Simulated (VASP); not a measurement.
# AlH7 (P1) in VASP: notebook

Runs on AlH7. Level: PBE. Tasks: single point.

Everything below comes from runs of VASP 6.6.1. Logs are shortened: lines on timing, memory, paths and dates and some standing lists are left out, and cuts for length are marked.

## Step 1: The cell of the first run

The typed cell holds 16 atoms: a = 4.681 Å, b = 7.670 Å, c = 7.687 Å, α = 61.88°, β = 81.80°, γ = 79.92°.

## Step 2: Single point, PBE (volume scaled by 0.91, then relaxed in part)

The input, INCAR:

```
ALGO     = Normal         # electronic algorithm
EDIFF    = 1E-6           # SCF threshold, eV
ENCUT    = 520            # plane-wave cutoff, eV
GGA      = PE             # functional
ISIF     = 2              # what is computed and relaxed
ISMEAR   = 0              # smearing method
LASPH    = T              # aspherical terms in the spheres
LCHARG   = T              # write CHGCAR
LELF     = T              # ELF
LREAL    = Auto         
LVHAR    = T            
LWAVE    = F              # write WAVECAR
NBANDS   = 24             # bands
NELM     = 60             # most SCF steps
PREC     = Accurate       # precision mode
SIGMA    = 0.02           # smearing width, eV
```

The input, KPOINTS:

```
k-points
0
Gamma
  6 4 4
```

The input, POSCAR:

```
AlH7
1.0
    4.6766691049      0.1934510008      0.0324964453
    1.0305139050      7.5996624733     -0.1328722933
    0.8998883919      3.6514739728      6.7043199457
Al H
2 14
Direct
    0.9827618475      0.9282217062      0.0269059435
    0.4828161755      0.9282418539      0.0263042311
    0.5474225440      0.6275987195      0.6532943160
    0.4386837222      0.5572822395      0.7160428690
    0.0255232592      0.9293898847      0.5487506582
    0.9031807468      0.9860440388      0.4824115741
    0.0007111820      0.3557897688      0.5440615886
    0.1140258955      0.4225340775      0.4817951086
    0.6145509203      0.3792629242      0.1545043519
    0.4935403249      0.3161366634      0.2063692758
    0.2724497250      0.9321614948      0.8514308652
    0.1814995558      0.0968883410      0.0396180126
    0.7212870126      0.1004944238      0.8648580967
    0.2442934346      0.7564247839      0.1886573230
    0.6926882546      0.9235485839      0.2020812293
    0.7845653998      0.7599804959      0.0129145560
```

Potentials or basis: VASP PAW PBE potentials, release 64 (Al, H).

Launch:

```bash
$ cat potpaw_PBE.64/Al/POTCAR potpaw_PBE.64/H/POTCAR > POTCAR
$ mpirun -np 1 vasp_std > vasp.out
```

OUTCAR:

```text
EDIFF = 1E-6
   ENCUT = 520
   GGA = PE
   ISIF = 2
   ISMEAR = 0
   LASPH = T
   LREAL = Auto
   NELM = 60
   PREC = Accurate

 ion  position               nearest neighbor table
   1  0.983  0.928  0.027-  14 1.76  15 1.76  13 1.76  11 1.76  12 1.76  16 1.77   2 2.34   2 2.34

   2  0.483  0.928  0.026-  11 1.76  13 1.76  14 1.76  15 1.76  16 1.77  12 1.77   1 2.34   1 2.34

   3  0.547  0.628  0.653-   4 0.75
   4  0.439  0.557  0.716-   3 0.75
   5  0.026  0.929  0.549-   6 0.75
   6  0.903  0.986  0.482-   5 0.75
   7  0.001  0.356  0.544-   8 0.75
   8  0.114  0.423  0.482-   7 0.75
   9  0.615  0.379  0.155-  10 0.75
  10  0.494  0.316  0.206-   9 0.75
  11  0.272  0.932  0.851-   2 1.76   1 1.76
  12  0.181  0.097  0.040-   1 1.76   2 1.77
  13  0.721  0.100  0.865-   2 1.76   1 1.76
  14  0.244  0.756  0.189-   1 1.76   2 1.76
  15  0.693  0.924  0.202-   1 1.76   2 1.76
  16  0.785  0.760  0.013-   1 1.77   2 1.77

  LATTYP: Found a triclinic cell.
 ALAT       =    13.5382017434
 B/A-ratio  =     0.5832648313
 C/A-ratio  =     2.0384283000
 COS(alpha) =     0.0029347568
 COS(beta)  =     0.4822332256
 COS(gamma) =     0.8736976322

  Lattice vectors:

 A1 = (  -1.1611394181, -11.5478509738,   6.9700645323)
 A2 = (  -0.1306255131,  -3.9481885005,   6.8371922390)
 A3 = (  -8.5374736987, -22.6957238930, -13.1753917501)

Analysis of symmetry for initial positions (statically):
=====================================================================
 Subroutine PRICEL returns:
 Original cell was already a primitive cell.

 Routine SETGRP: Setting up the symmetry group for a
 triclinic supercell.

 Subroutine GETGRP returns: Found  1 space group operations
 (whereof  1 operations were pure point group operations)
 out of a pool of  2 trial point group operations.

The static configuration has the point symmetry C_1 .

Analysis of symmetry for dynamics (positions and initial velocities):
=====================================================================
 Subroutine PRICEL returns:
 Original cell was already a primitive cell.

 Routine SETGRP: Setting up the symmetry group for a
 triclinic supercell.

 Subroutine GETGRP returns: Found  1 space group operations
 (whereof  1 operations were pure point group operations)
 out of a pool of  2 trial point group operations.

The dynamic configuration has the point symmetry C_1 .
[... 130 lines left out ...]
   NSW    =      0    number of steps for IOM
   IBRION =     -1    ionic relax: 0-MD 1-quasi-New 2-CG
   NFREE  =      0    steps in history (QN), initial steepest desc. (CG)
   ISIF   =      2    stress and relaxation
   ISYM   =      2    0-nonsym 1-usesym 2-fastsym
   POTIM  = 0.5000    time-step for ionic-motion
   TEBEG  =    0.0;   TEEND  =   0.0 temperature during run
   PSTRESS=    0.0 pullay stress
   NELECT =      20.0000    total number of electrons
   NUPDOWN=      -1.0000    fix difference up-down
   EMIN   =  10.00;   EMAX   =-10.00  energy-range for DOS
   EFERMI =   0.00;   METHOD = LEGACY
   ISMEAR =     0;   SIGMA  =   0.02  broadening in eV -4-tet -1-fermi 0-gaus
   EFERMI_NEDOS =   21; number of points for ismear=-14 and -15
   IALGO  =     38    algorithm
   IMIX   =      4    mixing-type and parameters
     AMIX     =   0.40;   BMIX     =  1.00
     AMIX_MAG =   1.60;   BMIX_MAG =  1.00
  volume/ion in A,a.u.               =      14.94       100.84
  Fermi-wavevector in a.u.,A,eV,Ry     =   0.715976  1.352999  6.974648  0.512622
  Thomas-Fermi vector in A             =   1.804277
   LORBIT       =      0    0 simple, 1 ext, 2 COOP (PROOUT), +10 PAW based schemes
   GGA     = PE    functional components
   LHFCALC =     F    Hartree Fock is set to
   AEXX    =    0.0000 exact exchange contribution
   IVDW    =     0    specifies the selected vdW correction
   LEPSILON=     F    determine dielectric tensor
   LRPA    =     F    only Hartree local field effects (RPA)
 non-spin polarized calculation
 Gauss-broadening in eV      SIGMA  =   0.02
  energy-cutoff  :      520.00
  volume of cell :      239.09
 maximum number of plane-waves:      6459
   NGX = 17   NGY = 29   NGZ = 29

 number of electron      20.0000000 magnetization

 Free energy of the ion-electron system (eV)
  ---------------------------------------------------
  ext. energy  EPLUGINS =         0.00000000
  ---------------------------------------------------
  free energy    TOTEN  =       -53.71131838 eV

  energy without entropy =      -53.71131838  energy(sigma->0) =      -53.71131838

 E-fermi :  -3.7941     XC(G=0):  -5.4571

 val. band max:       -3.8867648250   @ k =   0.0000   0.5000   0.5000
 cond. band min:      -1.3299353140   @ k =   0.0000  -0.0000   0.5000
 fundamental gap:      2.5568295110
 Fermi energy:        -3.7941351033

 k-point     1 :       0.0000    0.0000    0.0000
  band No.  band energies     occupation
      1     -11.6937      2.00000
      2      -8.1789      2.00000
      3      -7.7666      2.00000
      4      -7.6842      2.00000
      5      -7.6134      2.00000
      6      -7.4537      2.00000
[... 589 lines left out ...]
     21       4.6257      0.00000
     22       4.9637      0.00000

 [... further k-points ...]

 [bands above 22 left out]

------------------------ aborting loop because EDIFF is reached ----------------------------------------

  FORCE on cell =-STRESS in cart. coord.  units (eV):
  Direction    XX          YY          ZZ          XY          YZ          ZX
  --------------------------------------------------------------------------------------
  -------------------------------------------------------------------------------------
  Total       -0.1297871     -0.0514706     -0.0624701      0.0038207      0.0038571      0.0132854
  in kB       -0.8697284     -0.3449146     -0.4186241      0.0256031      0.0258471      0.0890278
  external PRESSURE =      -0.5444224 kB  Pullay stress =       0.0000000 kB

 VOLUME and BASIS-vectors are now :
 -----------------------------------------------------------------------------
  energy-cutoff  :      520.00
  volume of cell :      239.09
      direct lattice vectors                 reciprocal lattice vectors
     4.676669105  0.193451001  0.032496445     0.215132805 -0.029396936 -0.012865342
     1.030513905  7.599662473 -0.132872293    -0.004928293  0.131017016 -0.070696255
     0.899888392  3.651473973  6.704319946    -0.001140442  0.002739104  0.147818796

 POSITION                                       TOTAL-FORCE (eV/Angst)
 -----------------------------------------------------------------------------------
      5.57681      7.34253      0.08899         0.001842     -0.000491      0.002225
      3.23821      7.24378      0.06870         0.003192     -0.001799      0.001628
      3.79476      7.26093      4.31429        -0.008467     -0.004697      0.006347
      3.27022      6.93463      4.74079         0.007309      0.005211     -0.006402
      1.57093      9.07174      3.55634        -0.009166      0.002305     -0.007071
      5.67413      9.42984      3.13257         0.008154     -0.001859      0.006841
[... 8 lines left out ...]
      4.37305      7.89055      1.25461        -0.000655     -0.001496     -0.003557
      4.46394      5.97453      0.01110        -0.000339      0.003067     -0.000137
 -----------------------------------------------------------------------------------
    total drift:                                0.004442     -0.002762      0.003670

  FREE ENERGIE OF THE ION-ELECTRON SYSTEM (eV)
  ---------------------------------------------------
  free  energy   TOTEN  =       -53.7113183756 eV

  energy  without entropy=      -53.7113183756  energy(sigma->0) =      -53.71131838
```

OSZICAR:

```text
N       E                     dE             d eps       ncg     rms          rms(c)
DAV:   1     0.159813803822E+02    0.15981E+02   -0.65059E+03  2496   0.605E+02
DAV:   2    -0.531103890763E+02   -0.69092E+02   -0.67052E+02  3008   0.113E+02
DAV:   3    -0.580965179575E+02   -0.49861E+01   -0.49689E+01  3280   0.310E+01
DAV:   4    -0.581542851985E+02   -0.57767E-01   -0.57762E-01  3272   0.372E+00
DAV:   5    -0.581553464882E+02   -0.10613E-02   -0.10613E-02  3736   0.441E-01    0.121E+01
DAV:   6    -0.551143391753E+02    0.30410E+01   -0.12015E+00  3032   0.404E+00    0.657E+00
DAV:   7    -0.536753572535E+02    0.14390E+01   -0.25848E+00  3240   0.615E+00    0.813E-01
DAV:   8    -0.537165299965E+02   -0.41173E-01   -0.10025E-01  3016   0.134E+00    0.408E-01
DAV:   9    -0.537113247754E+02    0.52052E-02   -0.13006E-02  3328   0.510E-01    0.118E-01
DAV:  10    -0.537113988644E+02   -0.74089E-04   -0.84450E-04  3256   0.155E-01    0.229E-02
DAV:  11    -0.537112872507E+02    0.11161E-03   -0.20182E-04  3328   0.813E-02    0.226E-02
DAV:  12    -0.537113184069E+02   -0.31156E-04   -0.64951E-05  2920   0.384E-02    0.446E-03
DAV:  13    -0.537113183756E+02    0.31295E-07   -0.37106E-06  3344   0.922E-03
   1 F= -.53711318E+02 E0= -.53711318E+02  d E =-.162785E-12
```

stdout:

```text
POSCAR found type information on POSCAR AlH
 POSCAR found :  2 types and      16 ions
 scaLAPACK will be used
 LDA part: xc-table for (Slater+PW92), standard interpolation
 POSCAR, INCAR and KPOINTS ok, starting setup
 FFT: planning ... GRIDC
 FFT: planning ... GRID_SOFT
 FFT: planning ... GRID
 WAVECAR not read
 entering main loop
```

It took 19 min on 1 thread of AMD EPYC 7R13 (Zen 3), shared host; peak memory 0.39 GiB.

Results:

| Property | Result |
| --- | --- |
| Free energy | -53.7113 eV |
| Pressure | -0.1 GPa |
| Largest force | 0.012 eV/Å |
| Band gap on the k mesh | 2.56 eV, indirect (the least direct gap lies 2.3 meV higher) |

Forces in eV/Å, atoms in the order of the input:
```
Al   0.002  0.000  0.002
Al   0.003 -0.002  0.002
H   -0.008 -0.005  0.006
H    0.007  0.005 -0.006
H   -0.009  0.002 -0.007
H    0.008 -0.002  0.007
H    0.005  0.003 -0.005
H   -0.006 -0.002  0.004
H   -0.008 -0.004  0.004
H    0.007  0.005 -0.005
H    0.000  0.001  0.002
H    0.000 -0.003  0.000
H    0.000 -0.001  0.002
H    0.000  0.002 -0.003
H   -0.001 -0.001 -0.004
H    0.000  0.003  0.000
```

Caveat: the cell differs from its parent crystal (volume scaled by 0.91, then relaxed in part).

## Step 3: Single point, PBE

This run uses another cell than the first one, of 16.42 Å³/atom, 1.099 times its volume.

The input, INCAR:

```
PREC = Accurate
ENCUT = 520
EDIFF = 1E-7
ISMEAR = 0
SIGMA = 0.02
LREAL = Auto
LASPH = T
NELM = 100
ALGO = Normal
ISIF = 2
LWAVE = F
LCHARG = T
GGA = PE
LELF = T
LVHAR = T
NBANDS = 24
```

The input, KPOINTS:

```
Automatic mesh
0
Gamma
  6 4 4
```

The input, POSCAR:

```
AlH7
1.0
    4.6838835149      0.0675730853      0.0075470412
    0.8119936211      7.9578553986     -0.0522189589
    0.7545568529      3.8945434404      7.0342413135
Al H
2 14
Direct
    0.9608827238      0.9320103695      0.0335606632
    0.4609882819      0.9318658811      0.0332198258
    0.5656047575      0.6384230489      0.6458311871
    0.4864327580      0.5495911504      0.7022894118
    0.0270634959      0.9253403273      0.5550833436
    0.9214850675      0.9845139885      0.4802367239
    0.0520497414      0.3269074498      0.5336559990
    0.1316796874      0.4158081790      0.4786391665
    0.6212345297      0.3845838112      0.1384565056
    0.5068621065      0.3192398307      0.1990710134
    0.2386141314      0.9393487729      0.8656406971
    0.1773123286      0.0919930311      0.0454558256
    0.7050548012      0.0994572638      0.8778989253
    0.2168735504      0.7646474518      0.1888691673
    0.6829050069      0.9241056657      0.2012544296
    0.7449570321      0.7721637782      0.0208371149
```

Potentials or basis: VASP PAW PBE potentials, release 64 (Al, H).

Launch:

```bash
$ cat potpaw_PBE.64/Al/POTCAR potpaw_PBE.64/H/POTCAR > POTCAR
$ mpirun -np 1 vasp_std > vasp.out
```

It used 1600 s of CPU time on 1 thread of AMD EPYC 7R13 Processor (Zen 3), on a shared host.

The run converged. Its results:

| Property | Result |
| --- | --- |
| Free energy | -53.7164 eV |
| Pressure | -0.1 GPa |
| Largest force | 0.018 eV/Å |
| Band gap on the k mesh | 2.56 eV, indirect (the least direct gap lies 4.1 meV higher) |

Forces on the atoms (eV/Å):
```
Al   0.002  0.000  0.000
Al   0.000  0.000 -0.002
H   -0.005 -0.007  0.005
H    0.004  0.007 -0.005
H   -0.003  0.001 -0.003
H    0.003 -0.001  0.003
H    0.008  0.013 -0.009
H   -0.009 -0.013  0.009
H   -0.007 -0.004  0.006
H    0.007  0.004 -0.006
H    0.000  0.001  0.004
H    0.000 -0.004  0.001
H    0.000 -0.003  0.005
H   -0.001  0.003 -0.004
H    0.000 -0.001 -0.005
H    0.001  0.003  0.001
```

Levels at points of the mesh, in eV from the valence-band top:
```
           k point  band 8  band 9  band 10  band 11  band 12  band 13
(0.00, 0.00, 0.00)   -2.78   -0.02     0.00     2.57     5.80     6.44
(0.50, 0.00, 0.00)   -1.65   -1.64    -1.63     5.82     6.02     6.18
(0.00, 0.50, 0.00)   -2.66   -0.02     0.00     2.56     5.38     6.48
(0.50, 0.50, 0.00)   -1.64   -1.60    -1.59     5.67     6.36     6.39
(0.00, 0.00, 0.50)   -2.64   -0.03    -0.02     2.56     5.26     6.37
(0.50, 0.00, 0.50)   -1.63   -1.61    -1.57     5.69     6.11     6.52
(0.00, 0.50, 0.50)   -2.65   -0.03     0.00     2.56     5.46     6.44
(0.50, 0.50, 0.50)   -1.65   -1.60    -1.59     5.94     6.14     6.37
```

A k mesh can miss the band edges.
